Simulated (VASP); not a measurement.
# TaN (Fm-3m) in VASP: further runs

TaN is run at these levels: PBEsol+D3(BJ), BLYP+D3(BJ); tasks: single point.

All numbers are computed with VASP 6.6.1; they aren't measurements. Logs are shortened: lines on timing, memory, paths and dates and some standing lists are left out, and cuts for length are marked.

**1. The cell of the first run**

The structure is cubic, space group Fm-3m (No. 225). The conventional cell has a = 4.423 Å, b = 4.423 Å, c = 4.423 Å, α = 90.00°, β = 90.00°, γ = 90.00°. Ta (site symmetry m-3m) has 6 N at 2.21 Å within 2.9 Å. Within 2.9 Å of N (site symmetry m-3m) lie 6 Ta at 2.21 Å.

**2. Single point, PBEsol+D3(BJ)**

Input file INCAR:

```
SYSTEM = TaN
PREC = Accurate
ENCUT = 600
EDIFF = 1E-6
ISMEAR = -1
SIGMA = 0.05
LREAL = .False.
LASPH = .True.
NELM = 120
ALGO = Normal
ISIF = 2
LWAVE = .False.
LCHARG = .True.
GGA = PS
IVDW = 12
LELF = .True.
LVHAR = .True.
NBANDS = 15
GGA_COMPAT = .False.
```

Input file KPOINTS:

```
Automatic mesh
0
Gamma
  10 10 10
  0 0 0
```

Input file POSCAR:

```
TaN
1.0
    0.0000000000      2.2113230000      2.2113230000
    2.2113230000      0.0000000000      2.2113230000
    2.2113230000      2.2113230000      0.0000000000
Ta N
1 1
Direct
    0.5000000000      0.5000000000      0.5000000000
    0.0000000000      0.0000000000      0.0000000000
```

Potentials or basis: VASP PAW PBE potentials, release 64 (Ta_pv, N).

Started as:

```bash
cat potpaw_PBE.64/Ta_pv/POTCAR potpaw_PBE.64/N/POTCAR > POTCAR
mpirun -np 1 vasp_std > vasp.out
```

OUTCAR:

```text
SYSTEM = TaN
   PREC = Accurate
   ENCUT = 600
   EDIFF = 1E-6
   ISMEAR = -1
   LREAL = .False.
   LASPH = .True.
   NELM = 120
   ISIF = 2
   GGA = PS
   IVDW = 12
 IVDW          = 12

 ion  position               nearest neighbor table
   1  0.500  0.500  0.500-   2 2.21   2 2.21   2 2.21   2 2.21   2 2.21   2 2.21
   2  0.000  0.000  0.000-   1 2.21   1 2.21   1 2.21   1 2.21   1 2.21   1 2.21

  LATTYP: Found a face centered cubic cell.
 ALAT       =     4.4226460000

  Lattice vectors:

 A1 = (   0.0000000000,   2.2113230000,   2.2113230000)
 A2 = (   2.2113230000,   0.0000000000,   2.2113230000)
 A3 = (   2.2113230000,   2.2113230000,   0.0000000000)

Analysis of symmetry for initial positions (statically):
=====================================================================
 Subroutine PRICEL returns:
 Original cell was already a primitive cell.

 Routine SETGRP: Setting up the symmetry group for a
 face centered cubic supercell.

 Subroutine GETGRP returns: Found 48 space group operations
 (whereof 48 operations were pure point group operations)
 out of a pool of 48 trial point group operations.

The static configuration has the point symmetry O_h .

Analysis of symmetry for dynamics (positions and initial velocities):
=====================================================================
 Subroutine PRICEL returns:
 Original cell was already a primitive cell.

 Routine SETGRP: Setting up the symmetry group for a
 face centered cubic supercell.

 Subroutine GETGRP returns: Found 48 space group operations
 (whereof 48 operations were pure point group operations)
 out of a pool of 48 trial point group operations.

The dynamic configuration has the point symmetry O_h .

 Subroutine INISYM returns: Found 48 space group operations
 (whereof 48 operations are pure point group operations),
 and found     1 'primitive' translations

----------------------------------------------------------------------------------------

                                     Primitive cell

  volume of cell :      21.6265

  direct lattice vectors                    reciprocal lattice vectors
     0.000000000  2.211323000  2.211323000    -0.226108985  0.226108985  0.226108985
     2.211323000  0.000000000  2.211323000     0.226108985 -0.226108985  0.226108985
     2.211323000  2.211323000  0.000000000     0.226108985  0.226108985 -0.226108985

  length of vectors
     3.127282977  3.127282977  3.127282977     0.391632251  0.391632251  0.391632251

  position of ions in fractional coordinates (direct lattice)
     0.500000000  0.500000000  0.500000000
     0.000000000  0.000000000  0.000000000

  ion indices of the primitive-cell ions
   primitive index   ion index
                 1           1
                 2           2

----------------------------------------------------------------------------------------

 KPOINTS: Automatic mesh

Automatic generation of k-mesh.
 Grid dimensions read from file:
 generate k-points for:   10   10   10

 Generating k-lattice:

  Cartesian coordinates                     Fractional coordinates (reciprocal lattice)
    -0.022610899  0.022610899  0.022610899     0.100000000  0.000000000  0.000000000
     0.022610899 -0.022610899  0.022610899     0.000000000  0.100000000  0.000000000
     0.022610899  0.022610899 -0.022610899     0.000000000  0.000000000  0.100000000

  Length of vectors
     0.039163225  0.039163225  0.039163225

  Shift w.r.t. Gamma in fractional coordinates (k-lattice)
     0.000000000  0.000000000  0.000000000

 Subroutine IBZKPT returns following result:
 ===========================================

 Found     47 irreducible k-points:

 Following reciprocal coordinates:
            Coordinates               Weight
  0.000000  0.000000  0.000000      1.000000
  0.100000  0.000000  0.000000      8.000000
  0.200000  0.000000  0.000000      8.000000
  0.300000  0.000000  0.000000      8.000000
  0.400000  0.000000  0.000000      8.000000
  0.500000  0.000000  0.000000      4.000000
[... 16 lines left out ...]
  0.300000  0.300000  0.000000      6.000000
  0.400000  0.300000  0.000000     24.000000
 [... further k-points ...]
   k-points           NKPTS =     47   k-points in BZ     NKDIM =     47   number of bands    NBANDS=     15
   number of dos      NEDOS =    301   number of ions     NIONS =      2
   total plane-waves  NPLWV =  21952
   dimension x,y,z NGX =    28 NGY =   28 NGZ =   28
   dimension x,y,z NGXF=    56 NGYF=   56 NGZF=   56
   ions per type =               1   1
   NGX,Y,Z   is equivalent  to a cutoff of  14.88, 14.88, 14.88 a.u.
   NGXF,Y,Z  is equivalent  to a cutoff of  29.77, 29.77, 29.77 a.u.
 SYSTEM =  TaN
   PREC   = accura    normal or accurate (medium, high low for compatibility)
   ISTART =      0    job   : 0-new  1-cont  2-samecut
   ICHARG =      2    charge: 1-file 2-atom 10-const
   ISPIN  =      1    spin polarized calculation?
   LNONCOLLINEAR =      F non collinear calculations
   LSORBIT =      F    spin-orbit coupling
   LASPH  =      T    aspherical Exc in radial PAW
   ENCUT  =  600.0 eV  44.10 Ry    6.64 a.u.   6.25  6.25  6.25*2*pi/ulx,y,z
   NELM   =    120;   NELMIN=  2; NELMDL= -5     # of ELM steps
   EDIFF  = 0.1E-05   stopping-criterion for ELM
   LREAL  =      F    real-space projection
   EDIFFG = 0.1E-04   stopping-criterion for IOM
   NSW    =      0    number of steps for IOM
   IBRION =     -1    ionic relax: 0-MD 1-quasi-New 2-CG
   NFREE  =      0    steps in history (QN), initial steepest desc. (CG)
   ISIF   =      2    stress and relaxation
   ISYM   =      2    0-nonsym 1-usesym 2-fastsym
   POTIM  = 0.5000    time-step for ionic-motion
   TEBEG  =    0.0;   TEEND  =   0.0 temperature during run
   PSTRESS=    0.0 pullay stress
   NELECT =      16.0000    total number of electrons
   NUPDOWN=      -1.0000    fix difference up-down
   EMIN   =  10.00;   EMAX   =-10.00  energy-range for DOS
   EFERMI =   0.00;   METHOD = LEGACY
   ISMEAR =    -1;   SIGMA  =   0.05  broadening in eV -4-tet -1-fermi 0-gaus
   EFERMI_NEDOS =   21; number of points for ismear=-14 and -15
   IALGO  =     38    algorithm
   IMIX   =      4    mixing-type and parameters
     AMIX     =   0.40;   BMIX     =  1.00
     AMIX_MAG =   1.60;   BMIX_MAG =  1.00
  volume/ion in A,a.u.               =      10.81        72.97
  Fermi-wavevector in a.u.,A,eV,Ry     =   1.480651  2.798024 29.828417  2.192327
  Thomas-Fermi vector in A             =   2.594659
   LORBIT       =      0    0 simple, 1 ext, 2 COOP (PROOUT), +10 PAW based schemes
   GGA     = PS    functional components
   LHFCALC =     F    Hartree Fock is set to
   AEXX    =    0.0000 exact exchange contribution
   IVDW    =    12    specifies the selected vdW correction
   LEPSILON=     F    determine dielectric tensor
   LRPA    =     F    only Hartree local field effects (RPA)
 non-spin polarized calculation
  energy-cutoff  :      600.00
  volume of cell :       21.63
 maximum number of plane-waves:       740
 NGX is ok and might be reduce to    28
   NGX = 13   NGY = 13   NGZ = 13

 number of electron      15.9999999 magnetization

 Free energy of the ion-electron system (eV)
  ---------------------------------------------------
  ext. energy  EPLUGINS =         0.00000000
  ---------------------------------------------------
  free energy    TOTEN  =       -23.21029462 eV

  energy without entropy =      -23.20411756  energy(sigma->0) =      -23.20720609

 E-fermi :   9.2098     XC(G=0): -13.4968

 val. band max:        9.2013514645   @ k =   0.0000   0.0000   0.0000
 cond. band min:       9.2488136239   @ k =  -0.3000   0.3000   0.1000
 fundamental gap:      0.0474621594
 Fermi energy:         9.2098489652

 k-point     1 :       0.0000    0.0000    0.0000
  band No.  band energies     occupation
      1     -26.5654      2.00000
      2     -26.5654      2.00000
      3     -26.5654      2.00000
      4      -9.4743      2.00000
      5       5.4501      2.00000
      6       5.4501      2.00000
      7       5.4501      2.00000
      8       7.0984      2.00000
      9       7.0984      2.00000
     10       7.0984      2.00000
     11       9.2014      1.08477
     12       9.2014      1.08477
     13      10.5864      0.00000
     14      18.5536      0.00000
     15      21.4911      0.00000

 k-point     2 :       0.1000    0.0000    0.0000
  band No.  band energies     occupation
      1     -26.6481      2.00000
      2     -26.5731      2.00000
      3     -26.5731      2.00000
      4      -9.2394      2.00000
      5       4.3386      2.00000
      6       4.7040      2.00000
      7       4.7040      2.00000
      8       7.4527      2.00000
      9       7.4527      2.00000
     10       7.5275      2.00000
     11      10.1153      0.00000
     12      10.1153      0.00000
     13      11.2933      0.00000
     14      19.2717      0.00000
     15      21.4905      0.00000

 k-point     3 :       0.2000    0.0000    0.0000
  band No.  band energies     occupation
      1     -26.8581      2.00000
      2     -26.5930      2.00000
      3     -26.5930      2.00000
      4      -8.5977      2.00000
      5       2.5126      2.00000
      6       3.5225      2.00000
      7       3.5225      2.00000
      8       8.0626      2.00000
      9       8.2527      2.00000
     10       8.2527      2.00000
     11      11.9837      0.00000
     12      11.9837      0.00000
     13      12.7519      0.00000
     14      20.9141      0.00000
     15      21.4902      0.00000
[... 343 lines left out ...]
 k-point    23 :       0.3000    0.3000    0.0000
  band No.  band energies     occupation
      1     -27.0441      2.00000
      2     -26.7424      2.00000
      3     -26.7424      2.00000
      4      -8.0606      2.00000
      5       1.1106      2.00000
      6       4.3699      2.00000
      7       4.3699      2.00000
      8       4.6837      2.00000
      9      10.4256      0.00000
     10      11.5536      0.00000
     11      11.5536      0.00000
     12      11.9945      0.00000
     13      17.3405      0.00000
     14      21.4099      0.00000
     15      21.9533      0.00000

 k-point    24 :       0.4000    0.3000    0.0000
  band No.  band energies     occupation
      1     -27.1402      2.00000
      2     -26.7950      2.00000
      3     -26.7707      2.00000
      4      -7.9173      2.00000
      5       1.3185      2.00000
      6       3.3769      2.00000
      7       4.0598      2.00000
      8       5.3769      2.00000
      9      11.2779      0.00000
     10      12.0449      0.00000
     11      12.1226      0.00000
     12      12.9375      0.00000
     13      17.4096      0.00000
     14      19.6107      0.00000
     15      21.5143      0.00000

 [... further k-points ...]

------------------------ aborting loop because EDIFF is reached ----------------------------------------

 Edisp (eV)   -0.91631

 E8    (eV) :    -0.6363

  FORCE on cell =-STRESS in cart. coord.  units (eV):
  Direction    XX          YY          ZZ          XY          YZ          ZX
  --------------------------------------------------------------------------------------
  -------------------------------------------------------------------------------------
  Total      -2.27582    -2.27582    -2.27582     0.00000    -0.00000     0.00000
  in kB    -168.60144  -168.60144  -168.60144     0.00000    -0.00000     0.00000
  external pressure =     -168.60 kB  Pullay stress =        0.00 kB

 VOLUME and BASIS-vectors are now :
 -----------------------------------------------------------------------------
  energy-cutoff  :      600.00
  volume of cell :       21.63
      direct lattice vectors                 reciprocal lattice vectors
     0.000000000  2.211323000  2.211323000    -0.226108985  0.226108985  0.226108985
     2.211323000  0.000000000  2.211323000     0.226108985 -0.226108985  0.226108985
     2.211323000  2.211323000  0.000000000     0.226108985  0.226108985 -0.226108985

 POSITION                                       TOTAL-FORCE (eV/Angst)
 -----------------------------------------------------------------------------------
      2.21132      2.21132      2.21132         0.000000      0.000000     -0.000000
      0.00000      0.00000      0.00000        -0.000000     -0.000000      0.000000
 -----------------------------------------------------------------------------------
    total drift:                                0.000000      0.000000      0.000000

  FREE ENERGIE OF THE ION-ELECTRON SYSTEM (eV)
  ---------------------------------------------------
  free  energy   TOTEN  =       -24.1266041072 eV

  energy  without entropy=      -24.1204270466  energy(sigma->0) =      -24.12351558
```

Run time: 14 s. Hardware: 1 thread of AMD EPYC 9R45 (Zen 5), shared host; peak memory 0.15 GiB.

What came out:

| Quantity | Value |
| --- | --- |
| Free energy | -24.1266 eV |
| Pressure | -16.9 GPa |
| Band gap on the k mesh | zero (band 8 reaches 11.03 eV, above the bottom of band 9 at 7.10 eV) |
| Dispersion energy per atom | -0.458 eV |

Levels at points of the mesh, in eV from the Fermi level:
```csv
k point,band 4,band 5,band 6,band 7,band 8,band 9,band 10,band 11,band 12,band 13
"(0.00, 0.00, 0.00)",-18.68,-3.76,-3.76,-3.76,-2.11,-2.11,-2.11,-0.01,-0.01,1.38
"(0.50, 0.00, 0.00)",-15.71,-10.28,-7.48,-7.48,1.82,1.82,1.93,3.72,7.35,7.35
"(0.50, 0.50, 0.00)",-17.41,-6.62,-5.41,-4.59,-4.59,2.00,3.43,3.43,4.36,6.51
```

Caveat: the PAW data sets were made with another functional, which shifts forces and pressure a little; spin-orbit coupling is left out, which moves the levels of the heavy elements; pairwise dispersion overbinds metals, which lowers pressure and volume.

(Continued in part 2 of 2.)
